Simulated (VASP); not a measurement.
Crystal: Li3SI.

```
I S Li
1.0
     4.73437    0.00000    0.00000
     0.00000    4.73437    0.00000
     0.00000    0.00000    4.73437
I S Li
1 1 3
Direct
  0.00000 0.00000 0.00000
  0.50000 0.50000 0.50000
  0.50000 0.50000 0.00000
  0.50000 0.00000 0.50000
  0.00000 0.50000 0.50000
```

Base run:

* Program: VASP 6.6.1
* Functional: PBE
* Potentials or basis: VASP PAW PBE potentials, release 64 (I, S, Li_sv)
* Cutoff: 520 eV
* k mesh: 6 × 6 × 6
* Occupations: gaussian, width 0.01 eV
* Spin: no spin polarisation

Its results: band gap on the k mesh 3.51 eV, direct.

The run is repeated on the same cell with these changes: functional from PBE to r2SCAN; further incar settings from ALGO = Normal; EDIFF = 1e-06; NBANDS = 19 to ALGO = Normal; EDIFF = 1e-07; NBANDS = 19. What comes out?

Band gap on the k mesh 4.06 eV, direct.

Caveats: spin-orbit coupling is left out, which moves the levels of the heavy elements.

A k mesh can miss the band edges.
